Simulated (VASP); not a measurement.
# AlN (P4_2/mnm) in VASP: vibrations by perturbation theory with PBE

Aim: the vibrations by perturbation theory of AlN with PBE.

All numbers are computed with VASP 6.6.1; they aren't measurements. Logs are shortened: lines on timing, memory, paths and dates and some standing lists are left out, and cuts for length are marked.

**1. The cell of the first run**

It takes space group P4_2/mnm (No. 136, tetragonal). Conventional cell: a = 5.330 Å, b = 5.330 Å, c = 3.122 Å, α = 90.00°, β = 90.00°, γ = 90.00°. Within 2.5 Å of Al (site symmetry m2m) lie 4 N at 1.88 to 1.93 Å. N (site symmetry m2m) has 4 Al at 1.88 to 1.93 Å within 2.5 Å.

**2. Vibrations by perturbation theory, PBE**

Input file INCAR:

```
ALGO     = Normal         # electronic algorithm
EDIFF    = 1E-8           # SCF threshold, eV
ENCUT    = 600            # plane-wave cutoff, eV
GGA      = PE             # functional
GGA_COMPAT= False        
IBRION   = 8              # ionic algorithm
ISIF     = 2              # what is computed and relaxed
ISMEAR   = 0              # smearing method
LASPH    = True           # aspherical terms in the spheres
LCHARG   = False          # write CHGCAR
LEPSILON = True           # dielectric tensor by DFPT
LREAL    = False          # projectors in reciprocal space
LWAVE    = False          # write WAVECAR
NELM     = 120            # most SCF steps
NSW      = 1              # ionic steps
PREC     = Accurate       # precision mode
SIGMA    = 0.01           # smearing width, eV
```

Input file KPOINTS:

```
k-points
0
Gamma
  4 4 8
```

Input file POSCAR:

```
AlN
1.0
    5.3296088090      0.0000000000      0.0000000000
    0.0000000000      5.3296088090      0.0000000000
    0.0000000000      0.0000000000      3.1219658079
Al N
4 4
Direct
    0.6769745633      0.6769745633      0.0000000000
    0.1769745633      0.8230254367      0.5000000000
    0.8230254367      0.1769745633      0.5000000000
    0.3230254367      0.3230254367      0.0000000000
    0.8154223492      0.8154223492      0.5000000000
    0.1845776508      0.1845776508      0.5000000000
    0.6845776508      0.3154223492      0.0000000000
    0.3154223492      0.6845776508      0.0000000000
```

Potentials or basis: VASP PAW PBE potentials, release 64 (Al, N).

Command:

```bash
$ cat potpaw_PBE.64/Al/POTCAR potpaw_PBE.64/N/POTCAR > POTCAR
$ mpirun -np 1 vasp_std > vasp.out
```

OUTCAR:

```text
EDIFF = 1E-8
   ENCUT = 600
   GGA = PE
   IBRION = 8
   ISIF = 2
   ISMEAR = 0
   LASPH = True
   LEPSILON = True
   LREAL = False
   NELM = 120
   NSW = 1
   PREC = Accurate

 ion  position               nearest neighbor table
   1  0.677  0.677  0.000-   5 1.88   5 1.88   8 1.93   7 1.93   4 2.67   3 3.18   2 3.18   3 3.18
                             2 3.18   3 3.18   3 3.18   2 3.18   2 3.18
   2  0.177  0.823  0.500-   8 1.88   8 1.88   5 1.93   6 1.93   3 2.67   1 3.18   1 3.18   4 3.18
                             4 3.18   4 3.18   4 3.18   1 3.18   1 3.18
   3  0.823  0.177  0.500-   7 1.88   7 1.88   5 1.93   6 1.93   2 2.67   1 3.18   1 3.18   4 3.18
                             4 3.18   1 3.18   1 3.18   4 3.18   4 3.18
   4  0.323  0.323  0.000-   6 1.88   6 1.88   8 1.93   7 1.93   1 2.67   2 3.18   2 3.18   3 3.18
                             3 3.18   2 3.18   2 3.18   3 3.18   3 3.18
   5  0.815  0.815  0.500-   1 1.88   1 1.88   3 1.93   2 1.93
   6  0.185  0.185  0.500-   4 1.88   4 1.88   2 1.93   3 1.93
   7  0.685  0.315  0.000-   3 1.88   3 1.88   4 1.93   1 1.93
   8  0.315  0.685  0.000-   2 1.88   2 1.88   4 1.93   1 1.93

  LATTYP: Found a simple tetragonal cell.
 ALAT       =     5.3296088090
 C/A-ratio  =     0.5857776658

  Lattice vectors:

 A1 = (   5.3296088090,   0.0000000000,   0.0000000000)
 A2 = (   0.0000000000,   5.3296088090,   0.0000000000)
 A3 = (   0.0000000000,   0.0000000000,   3.1219658079)

Analysis of symmetry for initial positions (statically):
=====================================================================
 Subroutine PRICEL returns:
 Original cell was already a primitive cell.

 Routine SETGRP: Setting up the symmetry group for a
 simple tetragonal supercell.

 Subroutine GETGRP returns: Found 16 space group operations
 (whereof  8 operations were pure point group operations)
 out of a pool of 16 trial point group operations.

[... 919 lines left out ...]
  1X   -19.387437   -4.748667    0.000000    5.300871   -0.587289    0.000000    0.782409    0.588576    0.000000    1.007087    3.320033    0.000000    4.975656    2.534361    0.000000   -0.645735   -0.259629    0.000000    2.458443   -0.736675    0.000000    5.508706   -0.110710    0.000000
  1Y    -4.748667  -19.387437    0.000000    0.588576    0.782409    0.000000   -0.587289    5.300871    0.000000    3.320033    1.007087    0.000000    2.534361    4.975656    0.000000   -0.259629   -0.645735    0.000000   -0.110710    5.508706    0.000000   -0.736675    2.458443    0.000000
  1Z     0.000000    0.000000  -17.579907    0.000000    0.000000    0.527126    0.000000    0.000000    0.527126    0.000000    0.000000   -0.459223    0.000000    0.000000   13.897093    0.000000    0.000000    0.091336    0.000000    0.000000    1.498224    0.000000    0.000000    1.498224
  2X     5.300871    0.587289    0.000000  -19.387437    4.748667    0.000000    1.007087   -3.320033    0.000000    0.782409   -0.588576    0.000000    5.508706    0.110710    0.000000    2.458443    0.736675    0.000000   -0.645735    0.259629    0.000000    4.975656   -2.534361    0.000000
  2Y    -0.588576    0.782409    0.000000    4.748667  -19.387437    0.000000   -3.320033    1.007087    0.000000    0.587289    5.300871    0.000000    0.736675    2.458443    0.000000    0.110710    5.508706    0.000000    0.259629   -0.645735    0.000000   -2.534361    4.975656    0.000000
  2Z     0.000000    0.000000    0.527126    0.000000    0.000000  -17.579907    0.000000    0.000000   -0.459223    0.000000    0.000000    0.527126    0.000000    0.000000    1.498224    0.000000    0.000000    1.498224    0.000000    0.000000    0.091336    0.000000    0.000000   13.897093
  3X     0.782409   -0.588576    0.000000    1.007087   -3.320033    0.000000  -19.387437    4.748667    0.000000    5.300871    0.587289    0.000000    2.458443    0.736675    0.000000    5.508706    0.110710    0.000000    4.975656   -2.534361    0.000000   -0.645735    0.259629    0.000000
  3Y     0.587289    5.300871    0.000000   -3.320033    1.007087    0.000000    4.748667  -19.387437    0.000000   -0.588576    0.782409    0.000000    0.110710    5.508706    0.000000    0.736675    2.458443    0.000000   -2.534361    4.975656    0.000000    0.259629   -0.645735    0.000000
  3Z     0.000000    0.000000    0.527126    0.000000    0.000000   -0.459223    0.000000    0.000000  -17.579907    0.000000    0.000000    0.527126    0.000000    0.000000    1.498224    0.000000    0.000000    1.498224    0.000000    0.000000   13.897093    0.000000    0.000000    0.091336
  4X     1.007087    3.320033    0.000000    0.782409    0.588576    0.000000    5.300871   -0.587289    0.000000  -19.387437   -4.748667    0.000000   -0.645735   -0.259629    0.000000    4.975656    2.534361    0.000000    5.508706   -0.110710    0.000000    2.458443   -0.736675    0.000000
  4Y     3.320033    1.007087    0.000000   -0.587289    5.300871    0.000000    0.588576    0.782409    0.000000   -4.748667  -19.387437    0.000000   -0.259629   -0.645735    0.000000    2.534361    4.975656    0.000000   -0.736675    2.458443    0.000000   -0.110710    5.508706    0.000000
  4Z     0.000000    0.000000   -0.459223    0.000000    0.000000    0.527126    0.000000    0.000000    0.527126    0.000000    0.000000  -17.579907    0.000000    0.000000    0.091336    0.000000    0.000000   13.897093    0.000000    0.000000    1.498224    0.000000    0.000000    1.498224
  5X     4.984728    2.543432    0.000000    5.502280    0.744520    0.000000    2.468066    0.100741    0.000000   -0.653866   -0.268841    0.000000  -18.488261   -5.175271    0.000000    1.961599    2.056010    0.000000   -0.278150   -0.561310    0.000000    4.503604    0.560718    0.000000
  5Y     2.543432    4.984728    0.000000    0.100741    2.468066    0.000000    0.744520    5.502280    0.000000   -0.268841   -0.653866    0.000000   -5.175271  -18.488261    0.000000    2.056010    1.961599    0.000000    0.560718    4.503604    0.000000   -0.561310   -0.278150    0.000000
  5Z     0.000000    0.000000   13.897491    0.000000    0.000000    1.497035    0.000000    0.000000    1.497035    0.000000    0.000000    0.090171    0.000000    0.000000  -18.217518    0.000000    0.000000   -0.827272    0.000000    0.000000    1.031530    0.000000    0.000000    1.031530
  6X    -0.653866   -0.268841    0.000000    2.468066    0.100741    0.000000    5.502280    0.744520    0.000000    4.984728    2.543432    0.000000    1.961599    2.056010    0.000000  -18.488261   -5.175271    0.000000    4.503604    0.560718    0.000000   -0.278150   -0.561310    0.000000
  6Y    -0.268841   -0.653866    0.000000    0.744520    5.502280    0.000000    0.100741    2.468066    0.000000    2.543432    4.984728    0.000000    2.056010    1.961599    0.000000   -5.175271  -18.488261    0.000000   -0.561310   -0.278150    0.000000    0.560718    4.503604    0.000000
  6Z     0.000000    0.000000    0.090171    0.000000    0.000000    1.497035    0.000000    0.000000    1.497035    0.000000    0.000000   13.897491    0.000000    0.000000   -0.827272    0.000000    0.000000  -18.217518    0.000000    0.000000    1.031530    0.000000    0.000000    1.031530
  7X     2.468066   -0.100741    0.000000   -0.653866    0.268841    0.000000    4.984728   -2.543432    0.000000    5.502280   -0.744520    0.000000   -0.278150    0.561310    0.000000    4.503604   -0.560718    0.000000  -18.488261    5.175271    0.000000    1.961599   -2.056010    0.000000
  7Y    -0.744520    5.502280    0.000000    0.268841   -0.653866    0.000000   -2.543432    4.984728    0.000000   -0.100741    2.468066    0.000000   -0.560718    4.503604    0.000000    0.561310   -0.278150    0.000000    5.175271  -18.488261    0.000000   -2.056010    1.961599    0.000000
  7Z     0.000000    0.000000    1.497035    0.000000    0.000000    0.090171    0.000000    0.000000   13.897491    0.000000    0.000000    1.497035    0.000000    0.000000    1.031530    0.000000    0.000000    1.031530    0.000000    0.000000  -18.217518    0.000000    0.000000   -0.827272
  8X     5.502280   -0.744520    0.000000    4.984728   -2.543432    0.000000   -0.653866    0.268841    0.000000    2.468066   -0.100741    0.000000    4.503604   -0.560718    0.000000   -0.278150    0.561310    0.000000    1.961599   -2.056010    0.000000  -18.488261    5.175271    0.000000
  8Y    -0.100741    2.468066    0.000000   -2.543432    4.984728    0.000000    0.268841   -0.653866    0.000000   -0.744520    5.502280    0.000000    0.561310   -0.278150    0.000000   -0.560718    4.503604    0.000000   -2.056010    1.961599    0.000000    5.175271  -18.488261    0.000000
  8Z     0.000000    0.000000    1.497035    0.000000    0.000000   13.897491    0.000000    0.000000    0.090171    0.000000    0.000000    1.497035    0.000000    0.000000    1.031530    0.000000    0.000000    1.031530    0.000000    0.000000   -0.827272    0.000000    0.000000  -18.217518

 Eigenvectors and eigenvalues of the dynamical matrix
 ----------------------------------------------------

   1 f  =   23.857578 THz   149.901584 2PiTHz  795.803144 cm-1    98.666970 meV
             X         Y         Z           dx          dy          dz
      3.608010  3.608010  0.000000    -0.098999   -0.098999   -0.000000
      0.943205  4.386404  1.560983     0.098999   -0.098999    0.000000
      4.386404  0.943205  1.560983    -0.098999    0.098999   -0.000000
      1.721599  1.721599  0.000000     0.098999    0.098999   -0.000000
      4.345882  4.345882  1.560983     0.339410    0.339410    0.000000
      0.983727  0.983727  1.560983    -0.339410   -0.339410    0.000000
      3.648531  1.681078  0.000000     0.339410   -0.339410    0.000000
      1.681078  3.648531  0.000000    -0.339410    0.339410   -0.000000
[... 243 lines left out ...]
  24 f/i=    0.001958 THz     0.012302 2PiTHz    0.065310 cm-1     0.008097 meV
             X         Y         Z           dx          dy          dz
      3.608010  3.608010  0.000000    -0.389062    0.115116   -0.000000
      0.943205  4.386404  1.560983    -0.389053    0.115083   -0.000000
      4.386404  0.943205  1.560983    -0.389053    0.115083   -0.000000
      1.721599  1.721599  0.000000    -0.389062    0.115116   -0.000000
      4.345882  4.345882  1.560983    -0.280195    0.082862   -0.000000
      0.983727  0.983727  1.560983    -0.280195    0.082862   -0.000000
      3.648531  1.681078  0.000000    -0.280215    0.082930   -0.000000
      1.681078  3.648531  0.000000    -0.280215    0.082930   -0.000000

--------------------------------------------------------------------------------------------------------

 MACROSCOPIC STATIC DIELECTRIC TENSOR IONIC CONTRIBUTION
 ------------------------------------------------------
           4.409059     0.000000     0.000000
           0.000000     4.409059    -0.000000
           0.000000    -0.000000     3.005531
 ------------------------------------------------------

 ELASTIC MODULI CONTR FROM IONIC RELAXATION (kBar)
 Direction    XX          YY          ZZ          XY          YZ          ZX
 --------------------------------------------------------------------------------
 XX       -1160.7114    601.4958    441.6877      0.0000     -0.0000     -0.0000
 YY         601.4958  -1160.7114    441.6877     -0.0000      0.0000     -0.0000
 ZZ         441.6877    441.6877   -699.7373     -0.0000      0.0000      0.0000
 XY           0.0000     -0.0000     -0.0000     -1.2402      0.0000     -0.0000
 YZ          -0.0000      0.0000      0.0000      0.0000   -387.0884      0.0000
 ZX          -0.0000     -0.0000      0.0000     -0.0000      0.0000   -385.2785
 --------------------------------------------------------------------------------

 PIEZOELECTRIC TENSOR IONIC CONTR  for field in x, y, z        (C/m^2)
          XX          YY          ZZ          XY          YZ          ZX
  --------------------------------------------------------------------------------
  x    -0.00000     0.00000    -0.00000    -0.00000    -0.00000    -0.00000
  y     0.00000    -0.00000     0.00000    -0.00000    -0.00000    -0.00000
  z    -0.00000    -0.00000     0.00000    -0.00000     0.00000     0.00000
```

Run time: 49 min. Hardware: 1 thread of Oxide Virtual Turin-like, shared host; peak memory 0.6 GiB.

Results:

- Electronic dielectric tensor (diagonal): 4.44, 4.44, 4.33
- Born charges (mean of the diagonal): Al +2.54; N -2.54 e
- Highest phonon frequency at Γ, LO-TO splitting left out: 796 cm⁻¹

Phonon frequencies in cm⁻¹ (negative: imaginary):
| q point | frequencies |
| --- | --- |
| (0.000, 0.000, 0.000) | 0 0 0 147 212 212 336 394 397 459 464 464 565 577 577 610 681 681 682 682 700 708 735 796 |

Electronic dielectric tensor:
```
4.44 0.00 0.00
0.00 4.44 0.00
0.00 0.00 4.33
```

Born effective charge tensors (e):
atom 1, Al
```
2.56 0.20 0.00
0.20 2.56 0.00
0.00 0.00 2.50
```
atom 2, Al
```
 2.56 -0.20  0.00
-0.20  2.56  0.00
 0.00  0.00  2.50
```
atom 3, Al
```
 2.56 -0.20  0.00
-0.20  2.56  0.00
 0.00  0.00  2.50
```
atom 4, Al
```
2.56 0.20 0.00
0.20 2.56 0.00
0.00 0.00 2.50
```
atom 5, N
```
-2.56 -0.27  0.00
-0.27 -2.56  0.00
 0.00  0.00 -2.50
```
atom 6, N
```
-2.56 -0.27  0.00
-0.27 -2.56  0.00
 0.00  0.00 -2.50
```
atom 7, N
```
-2.56  0.27  0.00
 0.27 -2.56  0.00
 0.00  0.00 -2.50
```
atom 8, N
```
-2.56  0.27  0.00
 0.27 -2.56  0.00
 0.00  0.00 -2.50
```
